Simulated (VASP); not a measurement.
I, 1 atom in the cell. Symmetry: Fmmm, No. 69, orthorhombic system. The conventional cell has a = 4.191 Å, b = 4.318 Å, c = 5.779 Å, α = 90.00°, β = 90.00°, γ = 90.00°. I (site symmetry mmm) has 12 I at 3.01 to 3.61 Å within 4.0 Å. 

```yaml
Program: VASP 6.6.1
Task: single point
Functional: RPBE
Dispersion: D3(BJ)
Potentials_or_basis: VASP PAW PBE potentials, release 64 (I)
Cutoff: 520 eV
k_mesh: 9 × 9 × 9
Occupations: fermi-dirac, width 0.05 eV
Spin: no spin polarisation
Dipole_correction: no
Further_INCAR_settings: ALGO = Normal; EDIFF = 1e-07; NBANDS = 10
```

Potentials or basis: VASP PAW PBE potentials, release 64 (I).

Command:

```bash
$ cat potpaw_PBE.64/I/POTCAR > POTCAR
$ mpirun -np 1 vasp_std > vasp.out
```

Hardware: 1 thread of Intel Xeon 6975P-C (shared host).

Question: Estimate the wall time of this run.

Answer: Run time: 20 s on 1 thread of Intel Xeon 6975P-C (shared host), peak memory 0.18 GiB. Counts: scf iterations 12, k points 125.
